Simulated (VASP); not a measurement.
Wanted: the native input for a VASP 6.6.1 run.

```
Task                   : single point
Functional             : PBE
Potentials or basis    : VASP PAW PBE potentials, release 64 (Ta_pv, N)
Cutoff                 : 520 eV
k mesh                 : 17 × 17 × 17
Occupations            : fermi-dirac, width 0.1 eV
Spin                   : no spin polarisation
Dipole correction      : no
Further INCAR settings : ALGO = Normal; EDIFF = 1e-06; NBANDS = 15
```

The structure of TaN (zincblende type) lies in POSCAR:

```
TaN
1.0
    0.0000000000      1.9685559126      1.9685559126
    1.9685559126      0.0000000000      1.9685559126
    1.9685559126      1.9685559126      0.0000000000
Ta N
1 1
Direct
    0.0000000000      0.0000000000      0.0000000000
    0.2500000000      0.2500000000      0.2500000000
```

These files were run (other wordings do the same):

INCAR

```
PREC = Accurate
ENCUT = 520
EDIFF = 1E-6
ISMEAR = -1
SIGMA = 0.1
LREAL = False
LASPH = True
NELM = 100
ALGO = Normal
ISIF = 2
LWAVE = False
LCHARG = False
GGA = PE
NBANDS = 15
```

KPOINTS

```
Automatic mesh
0
Gamma
  17 17 17
```

Potentials or basis: VASP PAW PBE potentials, release 64 (Ta_pv, N).

Run with:

```sh
$ cat potpaw_PBE.64/Ta_pv/POTCAR potpaw_PBE.64/N/POTCAR > POTCAR
$ mpirun -np 1 vasp_std > vasp.out
```

It gave:

- Pressure: 450.0 GPa
- Band gap on the k mesh: zero (band 8 reaches 14.82 eV, above the bottom of band 9 at 12.56 eV)

Caveat: spin-orbit coupling is left out, which moves the levels of the heavy elements.

Wall time 14 s on 1 thread of Intel(R) Xeon(R) 6975P-C (Granite Rapids) (shared host), peak memory 0.17 GiB.
